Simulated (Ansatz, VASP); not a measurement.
## Two plane-wave programs on BP

Contents of INCAR:

```
SYSTEM = BP
PREC = Accurate ; ENCUT = 520
EDIFF = 1E-6 ; ISMEAR = -1
SIGMA = 0.05 ; LREAL = .FALSE.
LASPH = .TRUE. ; NELM = 100
ALGO = Normal ; ISIF = 2
LWAVE = .FALSE. ; LCHARG = .FALSE.
NBANDS = 11
```

Contents of KPOINTS:

```
Automatic mesh
0
G
  10 10 10
  0 0 0
```

POSCAR

```
BP
1.0
    0.0000000000      2.3135014941      2.3135014941
    2.3135014941      0.0000000000      2.3135014941
    2.3135014941      2.3135014941      0.0000000000
P B
1 1
Direct
    0.7500000000      0.7500000000      0.7500000000
    0.0000000000      0.0000000000      0.0000000000
```

Contents of input.yaml:

```yaml
crystal:
  lattice:
    - [0.0, 2.3135014941, 2.3135014941]
    - [2.3135014941, 0.0, 2.3135014941]
    - [2.3135014941, 2.3135014941, 0.0]
  atoms:
    - { symbol: P, position: [0.75, 0.75, 0.75] }
    - { symbol: B, position: [0.0, 0.0, 0.0] }
hamiltonian:
  xc: lda
  pseudopotentials: { kind: paw, xc_functional: lda, accuracy: standard }
kpoints:
  mp_grid: { grid: [10, 10, 10] }
scf:
  occupations: { method: fermi_dirac, width: 0.05 }
output:
  forces: true
  stress: true
  eigenvalues: true
```

Alike in both runs: task single point; functional LDA; k mesh 10 × 10 × 10; occupations fermi-dirac, width 0.05 eV; no spin polarisation.

```csv
,VASP,Ansatz
version,VASP 6.6.1,Ansatz 0.2.0
potentials or method,"VASP PAW LDA potentials, release 64 (P, B)",JTH PAW LDA
plane-wave cutoff (eV),520,870
valence electrons in the cell,8,8
```

```csv
,VASP,Ansatz,Ansatz less VASP
gap on the k mesh at the Fermi level (eV),1.25,1.25,0.000
least direct gap on the mesh (eV),3.29,3.29,-0.001
pressure (GPa),-13.4,-13.4,-0.01
```

LDA's correlation is that of Perdew and Zunger in VASP and of Perdew and Wang (1992) in Ansatz.
